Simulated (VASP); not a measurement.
Wanted: the native input for a VASP 6.6.1 run.

* Task: single point
* Functional: PBE
* Potentials or basis: VASP PAW PBE potentials, release 64 (P)
* Cutoff: 520 eV
* k mesh: 6 × 6 × 6
* Occupations: gaussian, width 0.1 eV
* Spin: no spin polarisation
* Dipole correction: no
* Further INCAR settings: ALGO = Normal; EDIFF = 1e-07; NBANDS = 8

The structure of P lies in POSCAR:

```
P
1.0
    1.7539435800     -1.8501295700      0.0000000000
    1.7539435800      1.8501295700      0.0000000000
    0.0000000000      0.0000000000      2.8406879700
P
1
Direct
    0.0000000000      0.0000000000      0.0000000000
```

These files were run (other wordings do the same):

INCAR

```
ALGO = Normal
EDIFF = 1E-7
ENCUT = 520
GGA = PE
ISIF = 2
ISMEAR = 0
LASPH = True
LCHARG = True
LELF = True
LREAL = False
LVHAR = True
LWAVE = False
NBANDS = 8
NELM = 80
PREC = Accurate
SIGMA = 0.1
```

KPOINTS

```
k-points
0
Gamma
  6 6 6
```

Potentials or basis: VASP PAW PBE potentials, release 64 (P).

Launch:

```bash
$ cat potpaw_PBE.64/P/POTCAR > POTCAR
$ mpirun -np 1 vasp_std > vasp.out
```

Results of the run:

```json
{
 "Pressure": "-13.0 GPa"
}
```

Caveat: the k points lie up to 0.41 Å⁻¹ apart.

Run time: 10 s on 1 thread of Intel Xeon 8259CL, on a shared host, peak memory 0.12 GiB.
